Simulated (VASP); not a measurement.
Runs of VASP 6.6.1 on SiNi. The structure is that of space group P2_13 (No. 198), or close to it. The cells are those of the table. 

```tsv
cell	gap on the mesh (eV)	pressure (GPa)	largest force (eV/Å)
a = 4.111 Å, 8 atoms	none	90.1	0.32
a = 4.111, b = 4.111, c = 4.289 Å, 8 atoms	none	68.4	0.35
a = 4.289, b = 4.289, c = 4.468 Å, 8 atoms	none	(b)	0.18
a = 4.825 Å, 8 atoms	none	-26.4	0.10
a = 4.289, b = 4.289, c = 4.111 Å, 8 atoms	none	(a)	0.30
```

Alike in all rows: task single point; level PBEsol; potentials or basis VASP PAW PBE potentials, release 64 (Si, Ni); no spin polarisation; k mesh 10 × 10 × 10; cutoff (eV) 520; smearing gaussian 0.15 eV.

**Question.** Estimate the missing entries.

**Answer.** (a) 49.5; (b) 20.5.

Caveats: the PAW data sets were made with another functional, which shifts forces and pressure a little; the cell stands under pressure (at least some runs); the cell stands under tension (at least some runs).

A gap of «none» marks levels without a gap at the run's occupations.
